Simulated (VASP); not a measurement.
# LiF (Fm-3m) in VASP: further runs

The runs below take LiF through single point, with r2SCAN.

All numbers are computed with VASP 6.6.1; they aren't measurements. Logs are shortened: lines on timing, memory, paths and dates and some standing lists are left out, and cuts for length are marked.

### Step 1. The cell of the first run

The structure is cubic, space group Fm-3m (No. 225). The conventional cell has a = 4.109 Å, b = 4.109 Å, c = 4.109 Å, α = 90.00°, β = 90.00°, γ = 90.00°. Within 2.7 Å of Li (site symmetry m-3m) lie 6 F at 2.05 Å. Within 2.7 Å of F (site symmetry m-3m) lie 6 Li at 2.05 Å.

### Step 2. Single point, r2SCAN (strain +3.0%)

POSCAR

```
LiF
1.0
    0.0000000000      2.0547178897      2.0547178897
    2.0547178897      0.0000000000      2.0547178897
    2.0547178897      2.0547178897      0.0000000000
Li F
1 1
Direct
    0.0000000000      0.0000000000      0.0000000000
    0.5000000000      0.5000000000      0.5000000000
```

INCAR.step1

```
SYSTEM = LiF
ALGO = Normal ; EDIFF = 1E-4
ENCUT = 520 ; GGA = PE
ISMEAR = 0 ; LASPH = .True.
LCHARG = .False. ; LREAL = .False.
LWAVE = .True. ; NBANDS = 12
NELM = 60 ; PREC = Accurate
SIGMA = 0.01
```

INCAR.step2

```
SYSTEM = LiF
ALGO = Normal ; EDIFF = 1E-6
ENCUT = 520 ; ISIF = 2
ISMEAR = 0 ; ISTART = 1
LASPH = .True. ; LCHARG = .True.
LELF = .True. ; LMIXTAU = .True.
LREAL = .False. ; LVHAR = .True.
LWAVE = .False. ; METAGGA = R2SCAN
NBANDS = 12 ; NELM = 60
PREC = Accurate ; SIGMA = 0.01
```

KPOINTS

```
k-points
0
Gamma
  10 10 10
  0 0 0
```

Potentials or basis: VASP PAW PBE potentials, release 64 (Li_sv, F).

Command:

```sh
> cat potpaw_PBE.64/Li_sv/POTCAR potpaw_PBE.64/F/POTCAR > POTCAR
> cp INCAR.step1 INCAR
> mpirun -np 1 vasp_std > vasp.out
> cp INCAR.step2 INCAR
> mpirun -np 1 vasp_std > vasp.out
```

OUTCAR:

```text
SYSTEM = LiF
   EDIFF = 1E-6
   ENCUT = 520
   ISIF = 2
   ISMEAR = 0
   ISTART = 1
   LASPH = .True.
   LREAL = .False.
   METAGGA = R2SCAN
   NELM = 60
   PREC = Accurate

 ion  position               nearest neighbor table
   1  0.000  0.000  0.000-   2 2.05   2 2.05   2 2.05   2 2.05   2 2.05   2 2.05
   2  0.500  0.500  0.500-   1 2.05   1 2.05   1 2.05   1 2.05   1 2.05   1 2.05

  LATTYP: Found a face centered cubic cell.
 ALAT       =     4.1094357794

  Lattice vectors:

 A1 = (   0.0000000000,   2.0547178897,   2.0547178897)
 A2 = (   2.0547178897,   0.0000000000,   2.0547178897)
 A3 = (   2.0547178897,   2.0547178897,   0.0000000000)

Analysis of symmetry for initial positions (statically):
=====================================================================
 Subroutine PRICEL returns:
 Original cell was already a primitive cell.

 Routine SETGRP: Setting up the symmetry group for a
 face centered cubic supercell.

 Subroutine GETGRP returns: Found 48 space group operations
 (whereof 48 operations were pure point group operations)
 out of a pool of 48 trial point group operations.

The static configuration has the point symmetry O_h .

Analysis of symmetry for dynamics (positions and initial velocities):
=====================================================================
 Subroutine PRICEL returns:
 Original cell was already a primitive cell.

 Routine SETGRP: Setting up the symmetry group for a
 face centered cubic supercell.

 Subroutine GETGRP returns: Found 48 space group operations
 (whereof 48 operations were pure point group operations)
 out of a pool of 48 trial point group operations.

The dynamic configuration has the point symmetry O_h .

 Subroutine INISYM returns: Found 48 space group operations
 (whereof 48 operations are pure point group operations),
 and found     1 'primitive' translations

----------------------------------------------------------------------------------------

                                     Primitive cell

  volume of cell :      17.3495

  direct lattice vectors                    reciprocal lattice vectors
     0.000000000  2.054717890  2.054717890    -0.243342408  0.243342408  0.243342408
     2.054717890  0.000000000  2.054717890     0.243342408 -0.243342408  0.243342408
     2.054717890  2.054717890  0.000000000     0.243342408  0.243342408 -0.243342408

  length of vectors
     2.905809906  2.905809906  2.905809906     0.421481415  0.421481415  0.421481415

  position of ions in fractional coordinates (direct lattice)
     0.000000000  0.000000000  0.000000000
     0.500000000  0.500000000  0.500000000

  ion indices of the primitive-cell ions
   primitive index   ion index
[... 82 lines left out ...]
   POTIM  = 0.5000    time-step for ionic-motion
   TEBEG  =    0.0;   TEEND  =   0.0 temperature during run
   PSTRESS=    0.0 pullay stress
   NELECT =      10.0000    total number of electrons
   NUPDOWN=      -1.0000    fix difference up-down
   EMIN   =  10.00;   EMAX   =-10.00  energy-range for DOS
   EFERMI =   0.00;   METHOD = LEGACY
   ISMEAR =     0;   SIGMA  =   0.01  broadening in eV -4-tet -1-fermi 0-gaus
   EFERMI_NEDOS =   21; number of points for ismear=-14 and -15
   IALGO  =     38    algorithm
   IMIX   =      4    mixing-type and parameters
     AMIX     =   0.40;   BMIX     =  1.00
     AMIX_MAG =   1.60;   BMIX_MAG =  1.00
  volume/ion in A,a.u.               =       8.67        58.54
  Fermi-wavevector in a.u.,A,eV,Ry     =   1.362425  2.574610 25.255163  1.856202
  Thomas-Fermi vector in A             =   2.488916
   LORBIT       =      0    0 simple, 1 ext, 2 COOP (PROOUT), +10 PAW based schemes
   METAGGA = R2SCAN    functional components
   LHFCALC =     F    Hartree Fock is set to
   AEXX    =    0.0000 exact exchange contribution
   IVDW    =     0    specifies the selected vdW correction
   LEPSILON=     F    determine dielectric tensor
   LRPA    =     F    only Hartree local field effects (RPA)
 non-spin polarized calculation
 Gauss-broadening in eV      SIGMA  =   0.01
  energy-cutoff  :      520.00
  volume of cell :       17.35
 maximum number of plane-waves:       483
 NGX is ok and might be reduce to    24
   NGX = 11   NGY = 11   NGZ = 11

 number of electron      10.0000001 magnetization

 Free energy of the ion-electron system (eV)
  ---------------------------------------------------
  ext. energy  EPLUGINS =         0.00000000
  ---------------------------------------------------
  free energy    TOTEN  =       -11.87128005 eV

  energy without entropy =      -11.87128005  energy(sigma->0) =      -11.87128005

 E-fermi :  -1.8894     XC(G=0): -10.2252

 val. band max:       -1.9821077943   @ k =   0.0000   0.0000   0.0000
 cond. band min:       7.7304226854   @ k =   0.0000   0.0000   0.0000
 fundamental gap:      9.7125304797
 Fermi energy:        -1.8893503441

 k-point     1 :       0.0000    0.0000    0.0000
  band No.  band energies     occupation
      1     -44.1888      2.00000
      2     -22.9211      2.00000
      3      -1.9821      2.00000
      4      -1.9821      2.00000
      5      -1.9821      2.00000
      6       7.7304      0.00000
      7      22.8997      0.00000
      8      22.8997      0.00000
      9      22.8997      0.00000
     10      23.2444      0.00000
     11      23.2444      0.00000
     12      23.2453      0.00000
[... 331 lines left out ...]
 k-point    24 :       0.4000    0.3000    0.0000
  band No.  band energies     occupation
      1     -44.1441      2.00000
      2     -22.4736      2.00000
      3      -4.1043      2.00000
      4      -2.7839      2.00000
      5      -2.6836      2.00000
      6      11.7122      0.00000
      7      15.4996      0.00000
      8      17.5327      0.00000
      9      19.1246      0.00000
     10      20.1141      0.00000
     11      32.2557      0.00000
     12      33.3715      0.00000

 [... further k-points ...]
[... 5 lines left out ...]
  --------------------------------------------------------------------------------------
  -------------------------------------------------------------------------------------
  Total       -0.7447491     -0.7447491     -0.7447491     -0.0000000      0.0000000     -0.0000000
  in kB      -68.7755312    -68.7755312    -68.7755312     -0.0000000      0.0000000     -0.0000000
  external PRESSURE =     -68.7755312 kB  Pullay stress =       0.0000000 kB

 VOLUME and BASIS-vectors are now :
 -----------------------------------------------------------------------------
  energy-cutoff  :      520.00
  volume of cell :       17.35
      direct lattice vectors                 reciprocal lattice vectors
     0.000000000  2.054717890  2.054717890    -0.243342408  0.243342408  0.243342408
     2.054717890  0.000000000  2.054717890     0.243342408 -0.243342408  0.243342408
     2.054717890  2.054717890  0.000000000     0.243342408  0.243342408 -0.243342408

 POSITION                                       TOTAL-FORCE (eV/Angst)
 -----------------------------------------------------------------------------------
      0.00000      0.00000      0.00000         0.000000     -0.000000      0.000000
      2.05472      2.05472      2.05472        -0.000000      0.000000     -0.000000
 -----------------------------------------------------------------------------------
    total drift:                               -0.000000     -0.000000      0.000000

  FREE ENERGIE OF THE ION-ELECTRON SYSTEM (eV)
  ---------------------------------------------------
  free  energy   TOTEN  =       -11.8712800456 eV

  energy  without entropy=      -11.8712800456  energy(sigma->0) =      -11.87128005
```

OSZICAR.step1:

```text
N       E                     dE             d eps       ncg     rms          rms(c)
DAV:   1     0.347154947984E+02    0.34715E+02   -0.54235E+03  1160   0.834E+02
DAV:   2    -0.902406543447E+01   -0.43740E+02   -0.42291E+02  1356   0.188E+02
DAV:   3    -0.101442467699E+02   -0.11202E+01   -0.11177E+01  1500   0.274E+01
DAV:   4    -0.101519205916E+02   -0.76738E-02   -0.76735E-02  1316   0.243E+00
DAV:   5    -0.101520146710E+02   -0.94079E-04   -0.94079E-04  1460   0.198E-01    0.455E+00
DAV:   6    -0.962633759520E+01    0.52568E+00   -0.26208E+00  1264   0.984E+00    0.144E+00
DAV:   7    -0.963054717968E+01   -0.42096E-02   -0.17270E-02  1504   0.116E+00    0.874E-01
DAV:   8    -0.963767342896E+01   -0.71262E-02   -0.16322E-02  1424   0.132E+00    0.116E-01
DAV:   9    -0.963769694373E+01   -0.23515E-04   -0.93764E-04  1320   0.272E-01
   1 F= -.96376969E+01 E0= -.96376969E+01  d E =-.115058E-36
```

Wall time 14 s (1 thread of Intel Xeon 6975P-C (Granite Rapids), shared host); peak memory 0.13 GiB.

Results:

| Item | Value |
| --- | --- |
| Free energy | -11.8713 eV |
| Band gap on the k mesh | 9.71 eV, direct |

Levels at points of the mesh, in eV from the valence-band top:
```csv
k point,band 1,band 2,band 3,band 4,band 5,band 6,band 7,band 8,band 9,band 10
"(0.00, 0.00, 0.00)",-42.21,-20.94,0.00,0.00,0.00,9.71,24.88,24.88,24.88,25.23
"(0.50, 0.00, 0.00)",-42.16,-20.57,-2.31,-0.22,-0.22,11.50,17.40,19.93,19.93,31.13
"(0.50, 0.50, 0.00)",-42.15,-20.35,-2.75,-0.92,-0.92,15.46,17.14,18.34,21.17,21.17
```

Caveat: the cell differs from its parent crystal (strain +3.0%); the cutoff is under 1.25 times the usual one of these potentials, so pressure, stress and relaxed cells hold a basis-set (Pulay) error; the PAW data sets were made with another functional, which shifts forces and pressure a little. A k mesh can miss the band edges.

### Step 3. Single point, r2SCAN (strain +4.0%)

POSCAR

```
LiF
1.0
    0.0000000000      2.0746666070      2.0746666070
    2.0746666070      0.0000000000      2.0746666070
    2.0746666070      2.0746666070      0.0000000000
Li F
1 1
Direct
    0.0000000000      0.0000000000      0.0000000000
    0.5000000000      0.5000000000      0.5000000000
```

INCAR.step1

```
PREC = Accurate
ENCUT = 520
ISMEAR = 0
SIGMA = 0.01
LREAL = False
LASPH = True
NELM = 100
NBANDS = 12
GGA = PE
ALGO = Normal
EDIFF = 1E-4
LWAVE = True
LCHARG = False
```

INCAR.step2

```
PREC = Accurate
ENCUT = 520
EDIFF = 1E-6
ISMEAR = 0
SIGMA = 0.01
LREAL = False
LASPH = True
NELM = 100
ALGO = Normal
ISIF = 2
LWAVE = False
LCHARG = False
METAGGA = R2SCAN
LMIXTAU = True
NBANDS = 12
ISTART = 1
```

KPOINTS

```
regular mesh
0
Gamma
  10 10 10
```

Potentials or basis: VASP PAW PBE potentials, release 64 (Li_sv, F).

Command:

```sh
> cat potpaw_PBE.64/Li_sv/POTCAR potpaw_PBE.64/F/POTCAR > POTCAR
> cp INCAR.step1 INCAR
> mpirun -np 1 vasp_std > vasp.out
> cp INCAR.step2 INCAR
> mpirun -np 1 vasp_std > vasp.out
```

It took 12 s on 1 thread of Intel Xeon 6975P-C (Granite Rapids), shared host; peak memory 0.13 GiB.

Results (log left out):

- Free energy: -11.8488 eV
- Band gap on the k mesh: 9.44 eV, direct

Levels at points of the mesh, in eV from the valence-band top:
```tsv
k point	band 1	band 2	band 3	band 4	band 5	band 6	band 7	band 8	band 9	band 10
(0.00, 0.00, 0.00)	-42.26	-20.87	0.00	0.00	0.00	9.44	24.59	24.59	24.59	24.78
(0.50, 0.00, 0.00)	-42.23	-20.52	-2.24	-0.21	-0.21	11.34	17.04	19.67	19.68	30.56
(0.50, 0.50, 0.00)	-42.22	-20.31	-2.64	-0.88	-0.88	15.19	16.99	17.95	20.81	20.81
```

Caveat: the cell differs from its parent crystal (strain +4.0%); the cutoff is under 1.25 times the usual one of these potentials, so pressure, stress and relaxed cells hold a basis-set (Pulay) error; the PAW data sets were made with another functional, which shifts forces and pressure a little. A k mesh can miss the band edges.
